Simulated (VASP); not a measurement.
# HfN (Fm-3m) in VASP: further runs

Runs on HfN. Level: PBEsol. Tasks: single point, relaxation of cell and atoms.

Everything below comes from runs of VASP 6.6.1. Logs are shortened: lines on timing, memory, paths and dates and some standing lists are left out, and cuts for length are marked.

### Step 1. The cell of the first run

It takes space group Fm-3m (No. 225, cubic). The conventional cell has a = 4.372 Å, b = 4.372 Å, c = 4.372 Å, α = 90.00°, β = 90.00°, γ = 90.00°. Hf (site symmetry m-3m) has 6 N at 2.19 Å within 2.9 Å. N (site symmetry m-3m) has 6 Hf at 2.19 Å within 2.9 Å.

### Step 2. Single point, PBEsol

Input file INCAR:

```
SYSTEM = HfN
PREC     = Accurate       ! precision mode
ENCUT    = 520            ! plane-wave cutoff, eV
EDIFF    = 1E-7           ! SCF threshold, eV
ISMEAR   = -1             ! smearing method
SIGMA    = 0.15           ! smearing width, eV
LREAL    = .False.        ! projectors in reciprocal space
LASPH    = .True.         ! aspherical terms in the spheres
NELM     = 60             ! most SCF steps
ALGO     = Normal         ! electronic algorithm
ISIF     = 2              ! what is computed and relaxed
LWAVE    = .False.        ! write WAVECAR
LCHARG   = .False.        ! write CHGCAR
GGA      = PS             ! functional
NBANDS   = 14             ! bands
```

Input file KPOINTS:

```
Automatic mesh
0
Gamma
  16 16 16
  0 0 0
```

Input file POSCAR:

```
HfN
1.0
    0.0000000000      2.1862176670      2.1862176670
    2.1862176670      0.0000000000      2.1862176670
    2.1862176670      2.1862176670      0.0000000000
Hf N
1 1
Direct
    0.0000000000      0.0000000000      0.0000000000
    0.5000000000      0.5000000000      0.5000000000
```

Potentials or basis: VASP PAW PBE potentials, release 64 (Hf_pv, N).

Started as:

```
$ cat potpaw_PBE.64/Hf_pv/POTCAR potpaw_PBE.64/N/POTCAR > POTCAR
$ mpirun -np 1 vasp_std > vasp.out
```

OUTCAR:

```text
SYSTEM = HfN
   PREC = Accurate
   ENCUT = 520
   EDIFF = 1E-7
   ISMEAR = -1
   LREAL = .False.
   LASPH = .True.
   NELM = 60
   ISIF = 2
   GGA = PS

 ion  position               nearest neighbor table
   1  0.000  0.000  0.000-   2 2.19   2 2.19   2 2.19   2 2.19   2 2.19   2 2.19
   2  0.500  0.500  0.500-   1 2.19   1 2.19   1 2.19   1 2.19   1 2.19   1 2.19

  LATTYP: Found a face centered cubic cell.
 ALAT       =     4.3724353340

  Lattice vectors:

 A1 = (   0.0000000000,   2.1862176670,   2.1862176670)
 A2 = (   2.1862176670,   0.0000000000,   2.1862176670)
 A3 = (   2.1862176670,   2.1862176670,   0.0000000000)

Analysis of symmetry for initial positions (statically):
=====================================================================
 Subroutine PRICEL returns:
 Original cell was already a primitive cell.

 Routine SETGRP: Setting up the symmetry group for a
 face centered cubic supercell.

 Subroutine GETGRP returns: Found 48 space group operations
 (whereof 48 operations were pure point group operations)
 out of a pool of 48 trial point group operations.

The static configuration has the point symmetry O_h .

Analysis of symmetry for dynamics (positions and initial velocities):
=====================================================================
 Subroutine PRICEL returns:
 Original cell was already a primitive cell.

 Routine SETGRP: Setting up the symmetry group for a
 face centered cubic supercell.

 Subroutine GETGRP returns: Found 48 space group operations
 (whereof 48 operations were pure point group operations)
 out of a pool of 48 trial point group operations.

The dynamic configuration has the point symmetry O_h .

 Subroutine INISYM returns: Found 48 space group operations
 (whereof 48 operations are pure point group operations),
 and found     1 'primitive' translations

----------------------------------------------------------------------------------------

                                     Primitive cell

  volume of cell :      20.8983

  direct lattice vectors                    reciprocal lattice vectors
     0.000000000  2.186217667  2.186217667    -0.228705498  0.228705498  0.228705498
     2.186217667  0.000000000  2.186217667     0.228705498 -0.228705498  0.228705498
     2.186217667  2.186217667  0.000000000     0.228705498  0.228705498 -0.228705498

  length of vectors
     3.091778675  3.091778675  3.091778675     0.396129542  0.396129542  0.396129542

[... 89 lines left out ...]
   TEBEG  =    0.0;   TEEND  =   0.0 temperature during run
   PSTRESS=    0.0 pullay stress
   NELECT =      15.0000    total number of electrons
   NUPDOWN=      -1.0000    fix difference up-down
   EMIN   =  10.00;   EMAX   =-10.00  energy-range for DOS
   EFERMI =   0.00;   METHOD = LEGACY
   ISMEAR =    -1;   SIGMA  =   0.15  broadening in eV -4-tet -1-fermi 0-gaus
   EFERMI_NEDOS =   21; number of points for ismear=-14 and -15
   IALGO  =     38    algorithm
   IMIX   =      4    mixing-type and parameters
     AMIX     =   0.40;   BMIX     =  1.00
     AMIX_MAG =   1.60;   BMIX_MAG =  1.00
  volume/ion in A,a.u.               =      10.45        70.51
  Fermi-wavevector in a.u.,A,eV,Ry     =   1.465779  2.769921 29.232230  2.148508
  Thomas-Fermi vector in A             =   2.581595
   LORBIT       =      0    0 simple, 1 ext, 2 COOP (PROOUT), +10 PAW based schemes
   GGA     = PS    functional components
   LHFCALC =     F    Hartree Fock is set to
   AEXX    =    0.0000 exact exchange contribution
   IVDW    =     0    specifies the selected vdW correction
   LEPSILON=     F    determine dielectric tensor
   LRPA    =     F    only Hartree local field effects (RPA)
 non-spin polarized calculation
  energy-cutoff  :      520.00
  volume of cell :       20.90
 maximum number of plane-waves:       588
   NGX = 11   NGY = 11   NGZ = 11

 number of electron      15.0000001 magnetization

 Free energy of the ion-electron system (eV)
  ---------------------------------------------------
  ext. energy  EPLUGINS =         0.00000000
  ---------------------------------------------------
  free energy    TOTEN  =       -22.87305984 eV

  energy without entropy =      -22.83442875  energy(sigma->0) =      -22.85374429

 E-fermi :   9.0920     XC(G=0): -13.4153

 val. band max:        9.0918586775   @ k =   0.3750   0.1250   0.0000
 cond. band min:       9.1773558258   @ k =  -0.1250   0.0625   0.0000
 fundamental gap:      0.0854971483
 Fermi energy:         9.0920323890

 k-point     1 :       0.0000    0.0000    0.0000
  band No.  band energies     occupation
      1     -21.5701      2.00000
      2     -21.5701      2.00000
      3     -21.5701      2.00000
      4      -8.9241      2.00000
      5       6.0062      2.00000
      6       6.0062      2.00000
      7       6.0062      2.00000
      8       8.6561      1.89633
      9       8.6561      1.89633
     10       8.6561      1.89633
     11      11.2815      0.00000
     12      11.2815      0.00000
     13      11.9085      0.00000
     14      18.8731      0.00000
[... 377 lines left out ...]
      1     -21.7149      2.00000
      2     -21.6047      2.00000
      3     -21.5718      2.00000
      4      -8.6260      2.00000
      5       4.9122      2.00000
      6       5.2266      2.00000
      7       5.5993      2.00000
      8       8.8508      1.66639
      9       8.8583      1.65213
     10       9.3711      0.26926
     11      11.6132      0.00000
     12      12.4850      0.00000
     13      12.7673      0.00000
     14      19.7758      0.00000

 [... further k-points ...]

------------------------ aborting loop because EDIFF is reached ----------------------------------------

  FORCE on cell =-STRESS in cart. coord.  units (eV):
  Direction    XX          YY          ZZ          XY          YZ          ZX
  --------------------------------------------------------------------------------------
  -------------------------------------------------------------------------------------
  Total        3.6283185      3.6283185      3.6283185     -0.0000000      0.0000000      0.0000000
  in kB      278.1671196    278.1671196    278.1671196     -0.0000000      0.0000000      0.0000000
  external PRESSURE =     278.1671196 kB  Pullay stress =       0.0000000 kB

 VOLUME and BASIS-vectors are now :
 -----------------------------------------------------------------------------
  energy-cutoff  :      520.00
  volume of cell :       20.90
      direct lattice vectors                 reciprocal lattice vectors
     0.000000000  2.186217667  2.186217667    -0.228705498  0.228705498  0.228705498
     2.186217667  0.000000000  2.186217667     0.228705498 -0.228705498  0.228705498
     2.186217667  2.186217667  0.000000000     0.228705498  0.228705498 -0.228705498

 POSITION                                       TOTAL-FORCE (eV/Angst)
 -----------------------------------------------------------------------------------
      0.00000      0.00000      0.00000         0.000000     -0.000000     -0.000000
      2.18622      2.18622      2.18622         0.000000      0.000000      0.000000
 -----------------------------------------------------------------------------------
    total drift:                                0.000000     -0.000000     -0.000000

  FREE ENERGIE OF THE ION-ELECTRON SYSTEM (eV)
  ---------------------------------------------------
  free  energy   TOTEN  =       -22.8730598393 eV

  energy  without entropy=      -22.8344287501  energy(sigma->0) =      -22.85374429
```

OSZICAR:

```text
N       E                     dE             d eps       ncg     rms          rms(c)
DAV:   1     0.376602951251E+02    0.37660E+02   -0.78915E+03  4068   0.103E+03
DAV:   2    -0.237781928003E+02   -0.61438E+02   -0.57606E+02  5302   0.240E+02
DAV:   3    -0.256091529599E+02   -0.18310E+01   -0.18247E+01  4648   0.342E+01
DAV:   4    -0.256147952283E+02   -0.56423E-02   -0.56406E-02  4918   0.219E+00
DAV:   5    -0.256148245776E+02   -0.29349E-04   -0.29348E-04  4684   0.135E-01    0.612E+01
DAV:   6    -0.229495601708E+02    0.26653E+01   -0.69267E+00  4788   0.215E+01    0.493E+01
DAV:   7    -0.228951048244E+02    0.54455E-01   -0.43995E-01  5284   0.570E+00    0.272E+01
DAV:   8    -0.228760023274E+02    0.19102E-01   -0.54583E-02  5182   0.201E+00    0.423E+00
DAV:   9    -0.228732996217E+02    0.27027E-02   -0.98545E-03  4696   0.755E-01    0.192E+00
DAV:  10    -0.228730925235E+02    0.20710E-03   -0.12197E-03  5412   0.328E-01    0.415E-01
DAV:  11    -0.228730610229E+02    0.31501E-04   -0.90401E-05  4894   0.969E-02    0.584E-02
DAV:  12    -0.228730603230E+02    0.69988E-06   -0.59890E-06  5002   0.207E-02    0.346E-02
DAV:  13    -0.228730599033E+02    0.41967E-06   -0.28468E-07  4970   0.488E-03    0.125E-03
DAV:  14    -0.228730598393E+02    0.63987E-07   -0.16254E-08  2990   0.123E-03
   1 F= -.22873060E+02 E0= -.22853744E+02  d E =-.386311E-01
```

Wall time 14 s (1 thread of Intel Xeon 6975P-C (Granite Rapids), shared host); peak memory 0.17 GiB.

What came out:

```yaml
Free_energy: -22.8731 eV
Pressure: 27.8 GPa
Band_gap_on_the_k_mesh: zero (an odd number of electrons rules out a gap without spin polarisation)
```

Caveat: the cell stands under pressure; the PAW data sets were made with another functional, which shifts forces and pressure a little; spin-orbit coupling is left out, which moves the levels of the heavy elements.

### Step 3. Relaxation of cell and atoms, PBEsol, target pressure 30 GPa, at which the enthalpy is minimised

This run uses another cell than the first one, of 11.41 Å³/atom.

Input file INCAR:

```
PREC = Accurate
ENCUT = 600
EDIFF = 1E-7
ISMEAR = -1
SIGMA = 0.15
LREAL = F
LASPH = T
NELM = 60
ALGO = Normal
ISIF = 3
LWAVE = F
LCHARG = F
GGA = PS
IBRION = 2
NSW = 80
EDIFFG = -0.001
PSTRESS = 300.0
```

Input file KPOINTS:

```
Automatic mesh
0
Gamma
  16 16 16
```

Input file POSCAR:

```
HfN
1.0
    0.0000000000      2.2511619669      2.2511619669
    2.2511619669      0.0000000000      2.2511619669
    2.2511619669      2.2511619669      0.0000000000
Hf N
1 1
Direct
    0.0000000000      0.0000000000      0.0000000000
    0.5000000000      0.5000000000      0.5000000000
```

Potentials or basis: VASP PAW PBE potentials, release 64 (Hf_pv, N).

Started as:

```
$ cat potpaw_PBE.64/Hf_pv/POTCAR potpaw_PBE.64/N/POTCAR > POTCAR
$ mpirun -np 1 vasp_std > vasp.out
```

It took 86 s on 1 thread of Intel Xeon 6975P-C (Granite Rapids), shared host; peak memory 0.22 GiB.

Results (log left out):

* Free energy: -22.8569 eV
* Relaxed volume: 10.39 Å³/atom
* Relaxed cell: a = 3.086 Å, b = 3.086 Å, c = 3.086 Å, α = 60.00°, β = 60.00°, γ = 60.00°
* Space group after relaxing (to 0.1 Å): Fm-3m (No. 225)
* Energy change on relaxing (the run minimises the enthalpy): +79.8 meV/atom
* Ionic steps: 5
* Pressure after relaxing: 30.0 GPa
* Band gap on the k mesh: zero (an odd number of electrons rules out a gap without spin polarisation)

Step by step:
```tsv
step	energy change (eV)	largest force (eV/Å)	pressure (GPa)	volume (Å³)
1	0.0000	0.0000	-2.27	22.82
2	3.2039	0.0000	210.95	16.04
3	0.1248	0.0000	26.13	20.98
4	0.1500	0.0000	28.97	20.83
5	0.1596	0.0000	30.01	20.78
```

Final structure:
```
Hf N
1.0
     0.00000    2.18211    2.18211
     2.18211    0.00000    2.18211
     2.18211    2.18211    0.00000
Hf N
1 1
Direct
  0.00000 0.00000 0.00000
  0.50000 0.50000 0.50000
```

Levels at points of the mesh, in eV from the Fermi level:
| k point | band 5 | band 6 | band 7 | band 8 | band 9 | band 10 | band 11 |
| --- | --- | --- | --- | --- | --- | --- | --- |
| (0.00, 0.00, 0.00) | -3.09 | -3.09 | -3.09 | -0.44 | -0.44 | -0.44 | 2.20 |
| (0.50, 0.00, 0.00) | -9.52 | -6.72 | -6.72 | 3.80 | 4.27 | 4.27 | 4.99 |
| (0.50, 0.50, 0.00) | -5.30 | -4.34 | -3.67 | -3.67 | 4.68 | 6.40 | 6.40 |

Caveat: the cell is relaxed towards a set pressure, so the run minimises the enthalpy, not the energy; the PAW data sets were made with another functional, which shifts forces and pressure a little; spin-orbit coupling is left out, which moves the levels of the heavy elements.

### Step 4. Single point, PBEsol

This run uses another cell than the first one, of 11.41 Å³/atom.

Input file INCAR:

```
ALGO = Normal ; EDIFF = 1E-6
ENCUT = 520 ; GGA = PS
ISIF = 2 ; ISMEAR = -1
LASPH = True ; LCHARG = False
LREAL = False ; LWAVE = False
NBANDS = 14 ; NELM = 60
PREC = Accurate ; SIGMA = 0.15
```

Input file KPOINTS:

```
k-points
0
Gamma
  16 16 16
```

Input file POSCAR:

```
HfN
1.0
    0.0000000000      2.2511619675      2.2511619675
    2.2511619675      0.0000000000      2.2511619675
    2.2511619675      2.2511619675      0.0000000000
Hf N
1 1
Direct
    0.0000000000      0.0000000000      0.0000000000
    0.5000000000      0.5000000000      0.5000000000
```

Started as:

```
$ cat potpaw_PBE.64/Hf_pv/POTCAR potpaw_PBE.64/N/POTCAR > POTCAR
$ mpirun -np 1 vasp_std > vasp.out
```

Wall time 30 s (1 thread of Intel Xeon 8259CL, shared host); peak memory 0.18 GiB.

The run converged. Its results:

```
Free energy            : -23.0145 eV
Pressure               : -2.2 GPa
Band gap on the k mesh : zero (an odd number of electrons rules out a gap without spin polarisation)
```

Levels at points of the mesh, in eV from the Fermi level:
| k point | band 6 | band 7 | band 8 | band 9 | band 10 | band 11 |
| --- | --- | --- | --- | --- | --- | --- |
| (0.00, 0.00, 0.00) | -2.99 | -2.99 | -0.37 | -0.37 | -0.37 | 1.92 |
| (0.50, 0.00, 0.00) | -6.22 | -6.22 | 3.35 | 3.77 | 3.77 | 4.47 |
| (0.50, 0.50, 0.00) | -3.89 | -3.66 | -3.66 | 4.15 | 5.63 | 5.63 |

Caveat: the PAW data sets were made with another functional, which shifts forces and pressure a little; spin-orbit coupling is left out, which moves the levels of the heavy elements.

(Continued in part 2 of 2.)
